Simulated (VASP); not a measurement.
Crystal: AlN.

```
CELL_PARAMETERS angstrom
0.00000 2.18399 2.18399
2.18399 0.00000 2.18399
2.18399 2.18399 0.00000
ATOMIC_POSITIONS crystal
Al 0.00000 0.00000 0.00000
N 0.25000 0.25000 0.25000
```

* Program: VASP 6.6.1
* Task: relaxation of cell and atoms
* Functional: PBE
* Potentials or basis: VASP PAW PBE potentials, release 64 (Al, N)
* Cutoff: 600 eV
* k mesh: 10 × 10 × 10
* Occupations: fermi-dirac, width 0.05 eV
* Spin: no spin polarisation

At the start: pressure 4.5 GPa; volume 10.42 Å³/atom.

Where does the relaxation end?

Over 3 steps the energy falls by 3.2 meV/atom and the volume is 10.65 Å³/atom (+2.2 %); space group F-43m (No. 216, to 0.05 Å).

Step by step:
```csv
step,energy change (eV),largest force (eV/Å),pressure (GPa),volume (Å³)
1,0.0000,0.0000,4.48,20.83
2,-0.0014,0.0000,-3.67,21.72
3,-0.0064,0.0000,0.00,21.30
```

Final structure:
```yaml
crystal:
  lattice:
    - [0.00000, 2.20017, 2.20017]
    - [2.20017, 0.00000, 2.20017]
    - [2.20017, 2.20017, 0.00000]
  atoms:
    - { symbol: Al, position: [0.00000, 0.00000, 0.00000] }
    - { symbol: N, position: [0.25000, 0.25000, 0.25000] }
```
